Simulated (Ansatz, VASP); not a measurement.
**Two plane-wave programs on TiC**

```
Ti C
1.0
     0.00000    2.16572    2.16572
     2.16572    0.00000    2.16572
     2.16572    2.16572    0.00000
Ti C
1 1
Direct
  0.00000 0.00000 0.00000
  0.50000 0.50000 0.50000
```

Alike in both runs: task relaxation of cell and atoms; functional PBE; k mesh 22 × 22 × 22; occupations gaussian, width 0.1 eV; no spin polarisation.

|  | VASP | Ansatz |
| --- | --- | --- |
| version | VASP 6.6.1 | Ansatz 0.2.0 |
| potentials or method | VASP PAW PBE potentials, release 64 (Ti_sv, C), cutoff 600 eV | scalar-relativistic, plane waves, PAW |
| valence electrons in the cell | 16 | 16 |

```csv
,VASP,Ansatz,Ansatz less VASP
"gap on the k mesh at the Fermi level, each at its own relaxed structure (eV)",none,none,-
relaxed volume (Å³/atom),10.17,10.17,-0.006
relaxed length of the cell vector where the two differ most in proportion (Å),3.064,3.064,-0.0006
```

A gap of «none» marks a metal or a gap that the smearing closes.
